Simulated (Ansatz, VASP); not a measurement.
## Two plane-wave programs on BaSi3

Contents of INCAR:

```
PREC = Accurate
ENCUT = 520
EDIFF = 1E-7
ISMEAR = 0
SIGMA = 0.05
LREAL = False
LASPH = True
NELM = 80
ALGO = Fast
ISIF = 2
LWAVE = False
LCHARG = False
GGA = PE
NBANDS = 32
```

File KPOINTS:

```
regular mesh
0
Gamma
  6 6 3
```

File POSCAR:

```
BaSi3
1.0
    4.4872196948      0.0000000000      0.0000000000
    0.0000000000      4.4872196948      0.0000000000
    0.0000000000      0.0000000000      8.9744393896
Ba Si
2 6
Direct
    0.0000000000      0.0000000000      0.0000000000
    0.0000000000      0.0000000000      0.5000000000
    0.0000000000      0.5000000000      0.2500000000
    0.5000000000      0.5000000000      0.0000000000
    0.5000000000      0.0000000000      0.2500000000
    0.0000000000      0.5000000000      0.7500000000
    0.5000000000      0.5000000000      0.5000000000
    0.5000000000      0.0000000000      0.7500000000
```

Input for Ansatz:

```yaml
crystal:
  lattice:
    - [4.4872196948, 0.0, 0.0]
    - [0.0, 4.4872196948, 0.0]
    - [0.0, 0.0, 8.9744393896]
  atoms:
    - { symbol: Ba, position: [0.0, 0.0, 0.0] }
    - { symbol: Si, position: [0.0, 0.5, 0.25] }
    - { symbol: Si, position: [0.5, 0.5, 0.0] }
    - { symbol: Si, position: [0.5, 0.0, 0.25] }
    - { symbol: Ba, position: [0.0, 0.0, 0.5] }
    - { symbol: Si, position: [0.0, 0.5, 0.75] }
    - { symbol: Si, position: [0.5, 0.5, 0.5] }
    - { symbol: Si, position: [0.5, 0.0, 0.75] }
basis:
  ecutwfc: 420
  ecutrho_ratio: 4
kpoints:
  mp_grid: { grid: [6, 6, 3] }
hamiltonian:
  xc: pbe
scf:
  occupations: { method: gaussian, width: 0.05 }
output:
  forces: true
  stress: true
  eigenvalues: true
```

Alike in both runs: task single point; functional PBE; k mesh 6 × 6 × 3; occupations gaussian, width 0.05 eV; no spin polarisation.

```csv
,VASP,Ansatz
version,VASP 6.6.1,Ansatz 0.2.0
potentials or method,"VASP PAW PBE potentials, release 64 (Ba_sv, Si), cutoff 520 eV","scalar-relativistic, plane waves, PAW"
valence electrons in the cell,44,44
```

|  | VASP | Ansatz | Ansatz less VASP |
| --- | --- | --- | --- |
| gap on the k mesh at the Fermi level (eV) | none | none | - |
| pressure (GPa) | 0.8 | 0.0 | -0.79 |

A gap of «none» marks a metal or a gap that the smearing closes. With one functional, cell and mesh, what is left measures potentials, basis and numerics.

Neither program's run includes spin-orbit coupling.
